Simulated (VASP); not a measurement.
# CoPdO2 (R-3m) in VASP: further runs

The runs below take CoPdO2 through relaxation of shape and atoms at fixed volume, with PBE.

All numbers are computed with VASP 6.6.1; they aren't measurements. Logs are shortened: lines on timing, memory, paths and dates and some standing lists are left out, and cuts for length are marked.

**1. The cell of the first run**

Symmetry: R-3m, No. 166, trigonal system. The conventional cell has a = 2.818 Å, b = 2.818 Å, c = 17.664 Å, α = 90.00°, β = 90.00°, γ = 120.00°. Within 2.5 Å of Co (site symmetry -3m) lie 6 O at 1.89 Å. Within 2.6 Å of Pd (site symmetry -3m) lie 2 O at 1.99 Å. Within 2.6 Å of O (site symmetry 3m) lie 3 Co at 1.89 Å and 1 Pd at 1.99 Å and 3 O at 2.51 Å.

**2. Relaxation of shape and atoms at fixed volume, PBE (10.13 Å³/atom)**

INCAR reads:

```
PREC = Accurate
ENCUT = 600
EDIFF = 1E-7
ISMEAR = 0
SIGMA = 0.05
LREAL = F
LASPH = T
NELM = 60
ALGO = Normal
ISIF = 4
LWAVE = F
LCHARG = F
GGA = PE
IBRION = 2
NSW = 60
EDIFFG = -0.01
```

KPOINTS reads:

```
Automatic mesh
0
Gamma
  14 14 14
```

POSCAR reads:

```
CoPdO2
1.0
    1.4092498487      0.8136307795      5.8880196159
   -1.4092498487      0.8136307795      5.8880196159
    0.0000000000     -1.6272615590      5.8880196159
Co Pd O
1 1 2
Direct
    0.5000000000      0.5000000000      0.5000000000
    0.0000000000      0.0000000000      0.0000000000
    0.8874328081      0.8874328081      0.8874328081
    0.1125671919      0.1125671919      0.1125671919
```

Potentials or basis: VASP PAW PBE potentials, release 64 (Co, Pd, O).

The run is started by

```
cat potpaw_PBE.64/Co/POTCAR potpaw_PBE.64/Pd/POTCAR potpaw_PBE.64/O/POTCAR > POTCAR
mpirun -np 1 vasp_std > vasp.out
```

OUTCAR:

```text
PREC = Accurate
   ENCUT = 600
   EDIFF = 1E-7
   ISMEAR = 0
   LREAL = F
   LASPH = T
   NELM = 60
   ISIF = 4
   GGA = PE
   IBRION = 2
   NSW = 60
   EDIFFG = -0.01

 ion  position               nearest neighbor table
   1  0.500  0.500  0.500-   4 1.89   3 1.89   4 1.89   4 1.89   3 1.89   3 1.89
   2  0.000  0.000  0.000-   3 1.99   4 1.99
   3  0.887  0.887  0.887-   1 1.89   1 1.89   1 1.89   2 1.99
   4  0.113  0.113  0.113-   1 1.89   1 1.89   1 1.89   2 1.99

  LATTYP: Found a trigonal (rhomboedric) cell.
 ALAT       =     6.1087441572
 COS(alpha) =     0.8935606739

  Lattice vectors:

 A1 = (   1.4092498487,   0.8136307795,   5.8880196159)
 A2 = (  -1.4092498487,   0.8136307795,   5.8880196159)
 A3 = (   0.0000000000,  -1.6272615590,   5.8880196159)

Analysis of symmetry for initial positions (statically):
=====================================================================
 Subroutine PRICEL returns:
 Original cell was already a primitive cell.

 Routine SETGRP: Setting up the symmetry group for a
 trigonal (rhombohedral) supercell.

 Subroutine GETGRP returns: Found 12 space group operations
 (whereof 12 operations were pure point group operations)
 out of a pool of 12 trial point group operations.

The static configuration has the point symmetry D_3d.

Analysis of symmetry for dynamics (positions and initial velocities):
=====================================================================
 Subroutine PRICEL returns:
 Original cell was already a primitive cell.

 Routine SETGRP: Setting up the symmetry group for a
 trigonal (rhombohedral) supercell.

 Subroutine GETGRP returns: Found 12 space group operations
 (whereof 12 operations were pure point group operations)
 out of a pool of 12 trial point group operations.

The dynamic configuration has the point symmetry D_3d.

 Subroutine INISYM returns: Found 12 space group operations
 (whereof 12 operations are pure point group operations),
 and found     1 'primitive' translations

----------------------------------------------------------------------------------------

                                     Primitive cell

  volume of cell :      40.5075

  direct lattice vectors                    reciprocal lattice vectors
     1.409249849  0.813630779  5.888019616     0.354798690  0.204843119  0.056612130
    -1.409249849  0.813630779  5.888019616    -0.354798690  0.204843119  0.056612130
     0.000000000 -1.627261559  5.888019616     0.000000000 -0.409686238  0.056612130

  length of vectors
     6.108744157  6.108744157  6.108744157     0.413579191  0.413579191  0.413579191

  position of ions in fractional coordinates (direct lattice)
     0.500000000  0.500000000  0.500000000
     0.000000000  0.000000000  0.000000000
     0.887432808  0.887432808  0.887432808
     0.112567192  0.112567192  0.112567192

  ion indices of the primitive-cell ions
   primitive index   ion index
                 1           1
                 2           2
                 3           3
                 4           4

----------------------------------------------------------------------------------------

 KPOINTS: Automatic mesh

Automatic generation of k-mesh.
 Grid dimensions read from file:
 generate k-points for:   14   14   14

 Generating k-lattice:

  Cartesian coordinates                     Fractional coordinates (reciprocal lattice)
     0.025342764  0.014631651  0.004043724     0.071428571 -0.000000000 -0.000000000
    -0.025342764  0.014631651  0.004043724    -0.000000000  0.071428571 -0.000000000
     0.000000000 -0.029263303  0.004043724    -0.000000000 -0.000000000  0.071428571

  Length of vectors
     0.029541371  0.029541371  0.029541371

  Shift w.r.t. Gamma in fractional coordinates (k-lattice)
     0.000000000  0.000000000  0.000000000

 Subroutine IBZKPT returns following result:
 ===========================================

 Found    288 irreducible k-points:

 Following reciprocal coordinates:
            Coordinates               Weight
  0.000000  0.000000  0.000000      1.000000
  0.071429  0.000000 -0.000000      6.000000
  0.142857 -0.000000 -0.000000      6.000000
  0.214286  0.000000 -0.000000      6.000000
  0.285714  0.000000 -0.000000      6.000000
  0.357143 -0.000000  0.000000      6.000000
[... 16 lines left out ...]
  0.214286  0.142857 -0.000000     12.000000
  0.285714  0.142857 -0.000000     12.000000
 [... further k-points ...]
   k-points           NKPTS =    288   k-points in BZ     NKDIM =    288   number of bands    NBANDS=     19
   number of dos      NEDOS =    301   number of ions     NIONS =      4
   total plane-waves  NPLWV = 125000
   dimension x,y,z NGX =    50 NGY =   50 NGZ =   50
   dimension x,y,z NGXF=   100 NGYF=  100 NGZF=  100
   ions per type =               1   1   2
   NGX,Y,Z   is equivalent  to a cutoff of  13.61, 13.61, 13.61 a.u.
   NGXF,Y,Z  is equivalent  to a cutoff of  27.21, 27.21, 27.21 a.u.
 SYSTEM =  unknown system
   PREC   = accura    normal or accurate (medium, high low for compatibility)
   ISTART =      0    job   : 0-new  1-cont  2-samecut
   ICHARG =      2    charge: 1-file 2-atom 10-const
   ISPIN  =      1    spin polarized calculation?
   LNONCOLLINEAR =      F non collinear calculations
   LSORBIT =      F    spin-orbit coupling
   LASPH  =      T    aspherical Exc in radial PAW
   ENCUT  =  600.0 eV  44.10 Ry    6.64 a.u.  12.20 12.20 12.20*2*pi/ulx,y,z
   NELM   =     60;   NELMIN=  2; NELMDL= -5     # of ELM steps
   EDIFF  = 0.1E-06   stopping-criterion for ELM
   LREAL  =      F    real-space projection
   EDIFFG = -.1E-01   stopping-criterion for IOM
   NSW    =     60    number of steps for IOM
   IBRION =      2    ionic relax: 0-MD 1-quasi-New 2-CG
   NFREE  =      1    steps in history (QN), initial steepest desc. (CG)
   ISIF   =      4    stress and relaxation
   ISYM   =      2    0-nonsym 1-usesym 2-fastsym
   POTIM  = 0.5000    time-step for ionic-motion
   TEBEG  =    0.0;   TEEND  =   0.0 temperature during run
   PSTRESS=    0.0 pullay stress
   NELECT =      31.0000    total number of electrons
   NUPDOWN=      -1.0000    fix difference up-down
   EMIN   =  10.00;   EMAX   =-10.00  energy-range for DOS
   EFERMI =   0.00;   METHOD = LEGACY
   ISMEAR =     0;   SIGMA  =   0.05  broadening in eV -4-tet -1-fermi 0-gaus
   EFERMI_NEDOS =   21; number of points for ismear=-14 and -15
   IALGO  =     38    algorithm
   IMIX   =      4    mixing-type and parameters
     AMIX     =   0.40;   BMIX     =  1.00
     AMIX_MAG =   1.60;   BMIX_MAG =  1.00
  volume/ion in A,a.u.               =      10.13        68.34
  Fermi-wavevector in a.u.,A,eV,Ry     =   1.497442  2.829756 30.508800  2.242334
  Thomas-Fermi vector in A             =   2.609330
   LORBIT       =      0    0 simple, 1 ext, 2 COOP (PROOUT), +10 PAW based schemes
   GGA     = PE    functional components
   LHFCALC =     F    Hartree Fock is set to
   AEXX    =    0.0000 exact exchange contribution
   IVDW    =     0    specifies the selected vdW correction
   LEPSILON=     F    determine dielectric tensor
   LRPA    =     F    only Hartree local field effects (RPA)
 conjugate gradient relaxation of ions
 non-spin polarized calculation
 Gauss-broadening in eV      SIGMA  =   0.05
  energy-cutoff  :      600.00
  volume of cell :       40.51
 maximum number of plane-waves:      1379
 NGX is ok and might be reduce to    50
   NGX = 25   NGY = 25   NGZ = 25

--------------------------------------- Ionic step        1  -------------------------------------------

 number of electron      30.9999998 magnetization

 Free energy of the ion-electron system (eV)
  ---------------------------------------------------
  ext. energy  EPLUGINS =         0.00000000
  ---------------------------------------------------
  free energy    TOTEN  =       -25.56334044 eV

  energy without entropy =      -25.56200421  energy(sigma->0) =      -25.56267232

------------------------ aborting loop because EDIFF is reached ----------------------------------------

  FORCE on cell =-STRESS in cart. coord.  units (eV):
  Direction    XX          YY          ZZ          XY          YZ          ZX
  --------------------------------------------------------------------------------------
  -------------------------------------------------------------------------------------
  Total        2.1459343      2.1459343      2.4515835      0.0000000      0.0000000      0.0000000
  in kB       84.8772173     84.8772173     96.9664317      0.0000000      0.0000000      0.0000000
  external PRESSURE =      88.9069554 kB  Pullay stress =       0.0000000 kB
[... 137 lines left out ...]
  energy  without entropy=      -25.5635596173  energy(sigma->0) =      -25.56419361

--------------------------------------- Ionic step        5  -------------------------------------------

 number of electron      30.9999995 magnetization

 Free energy of the ion-electron system (eV)
  ---------------------------------------------------
  ext. energy  EPLUGINS =         0.00000000
  ---------------------------------------------------
  free energy    TOTEN  =       -25.56485745 eV

  energy without entropy =      -25.56358110  energy(sigma->0) =      -25.56421928

 E-fermi :   8.2550     XC(G=0): -12.5710

 val. band max:        8.2517411082   @ k =  -0.2857  -0.2857   0.1429
 cond. band min:       8.2731632940   @ k =   0.4286   0.2857  -0.0000
 fundamental gap:      0.0214221858
 Fermi energy:         8.2549523562

 k-point     1 :       0.0000    0.0000    0.0000
  band No.  band energies     occupation
      1     -13.0240      2.00000
      2     -11.1067      2.00000
      3      -0.6311      2.00000
      4       1.9440      2.00000
      5       1.9440      2.00000
      6       2.8755      2.00000
[... 11 lines left out ...]
     18      10.2489      0.00000
     19      11.1545      0.00000
[... 489 lines left out ...]
      3       0.1204      2.00000
      4       1.0564      2.00000
      5       2.1037      2.00000
      6       2.7353      2.00000
[... 11 lines left out ...]
     18       9.7562      0.00000
     19      11.9410      0.00000

 [... further k-points ...]
[... 5 lines left out ...]
  --------------------------------------------------------------------------------------
  -------------------------------------------------------------------------------------
  Total        2.1275124      2.1275124      2.1271234      0.0000000     -0.0000000      0.0000000
  in kB       84.1485864     84.1485864     84.1331993      0.0000000     -0.0000000      0.0000000
  external PRESSURE =      84.1434574 kB  Pullay stress =       0.0000000 kB
[... 19 lines left out ...]
  FREE ENERGIE OF THE ION-ELECTRON SYSTEM (eV)
  ---------------------------------------------------
  free  energy   TOTEN  =       -25.5648574480 eV

  energy  without entropy=      -25.5635811036  energy(sigma->0) =      -25.56421928

 reached required accuracy - stopping structural energy minimisation
```

Run time: 46 min. Hardware: 1 thread of Intel Xeon 8259CL, shared host; peak memory 0.58 GiB.

Results:

- Free energy: -25.5649 eV
- Energy gained by relaxing: 0.4 meV/atom
- Ionic steps: 5
- Pressure after relaxing: 8.4 GPa
- Band gap on the k mesh: zero (an odd number of electrons rules out a gap without spin polarisation)

The path:
| step | energy change (eV) | largest force (eV/Å) | pressure (GPa) | volume (Å³) |
| --- | --- | --- | --- | --- |
| 1 | 0.0000 | 0.1366 | 8.89 | 40.51 |
| 2 | -0.0014 | 0.0076 | 8.51 | 40.51 |
| 3 | -0.0014 | 0.0268 | 8.47 | 40.51 |
| 4 | -0.0015 | 0.0165 | 8.40 | 40.51 |
| 5 | -0.0015 | 0.0007 | 8.41 | 40.51 |

Final structure:
```
CELL_PARAMETERS angstrom
1.40668 0.81215 5.90957
-1.40668 0.81215 5.90957
0.00000 -1.62429 5.90957
ATOMIC_POSITIONS crystal
Co 0.50000 0.50000 0.50000
Pd 0.00000 0.00000 0.00000
O 0.88783 0.88783 0.88783
O 0.11217 0.11217 0.11217
```

Caveat: an odd number of electrons without spin polarisation forces a metal; a magnetic or distorted state may lie lower; the run has no spin polarisation, though such a crystal can be magnetic; semilocal functionals often make such compounds metallic where correlation or magnetic order opens a gap, which also shifts bond lengths.

**3. Relaxation of shape and atoms at fixed volume, PBE (10.34 Å³/atom)**

This run uses another cell than the first one, of 10.34 Å³/atom.

INCAR reads:

```
ALGO = Normal ; EDIFF = 1E-6
EDIFFG = -0.01 ; ENCUT = 600
GGA = PE ; IBRION = 2
ISIF = 4 ; ISMEAR = 0
LASPH = T ; LCHARG = F
LREAL = F ; LWAVE = F
NELM = 60 ; NSW = 60
PREC = Accurate ; SIGMA = 0.05
```

KPOINTS reads:

```
k-points
0
Gamma
  14 14 14
```

POSCAR reads:

```
CoPdO2
1.0
    1.4212255498      0.8205449537      5.9098175304
   -1.4212255498      0.8205449537      5.9098175304
    0.0000000000     -1.6410899074      5.9098175304
Co Pd O
1 1 2
Direct
    0.5000000000      0.5000000000      0.5000000000
    0.0000000000      0.0000000000      0.0000000000
    0.8871658086      0.8871658086      0.8871658086
    0.1128341914      0.1128341914      0.1128341914
```

Potentials or basis: VASP PAW PBE potentials, release 64 (Co, Pd, O).

The run is started by

```
cat potpaw_PBE.64/Co/POTCAR potpaw_PBE.64/Pd/POTCAR potpaw_PBE.64/O/POTCAR > POTCAR
mpirun -np 1 vasp_std > vasp.out
```

Wall time 49 min (1 thread of Intel Xeon 8259CL, shared host); peak memory 0.59 GiB.

It converged, with:

| Item | Value |
| --- | --- |
| Free energy | -25.5988 eV |
| Energy gained by relaxing | 0.3 meV/atom |
| Ionic steps | 5 |
| Pressure after relaxing | 3.8 GPa |
| Band gap on the k mesh | zero (an odd number of electrons rules out a gap without spin polarisation) |

The path:
```
step  energy change (eV)  largest force (eV/Å)  pressure (GPa)  volume (Å³)
   1              0.0000                0.1307            4.22        41.35
   2             -0.0013                0.0041            3.89        41.35
   3             -0.0013                0.0240            3.82        41.35
   4             -0.0013                0.0120            3.77        41.35
   5             -0.0013                0.0002            3.83        41.35
```

Final structure:
```xyz
4
Lattice="1.4188 0.8192 5.9299 -1.4188 0.8192 5.9299 0.0000 -1.6383 5.9299" Properties=species:S:1:pos:R:3 pbc="T T T"
Co    0.0000    0.0000    8.8948
Pd    0.0000    0.0000    0.0000
O     0.0000    0.0000   15.7892
O     0.0000    0.0000    2.0004
```

Levels at points of the mesh, in eV from the Fermi level:
```
           k point  band 14  band 15  band 16  band 17  band 18  band 19
(0.00, 0.00, 0.00)    -1.58    -1.58    -1.12     1.97     1.97     2.82
(0.50, 0.00, 0.00)    -0.86    -0.48     0.67     1.22     1.56     3.38
(0.50, 0.50, 0.00)    -0.92    -0.48     0.04     1.87     1.96     3.40
(0.50, 0.50, 0.50)    -0.91    -0.91    -0.64     1.68     1.68     4.00
```

Caveat: an odd number of electrons without spin polarisation forces a metal; a magnetic or distorted state may lie lower; the run has no spin polarisation, though such a crystal can be magnetic; semilocal functionals often make such compounds metallic where correlation or magnetic order opens a gap, which also shifts bond lengths. Spin polarisation is off, so any magnetic state and its effect on volume and gap are missing.

The gap in the log of VASP goes by the Fermi energy; the results here count the filled bands.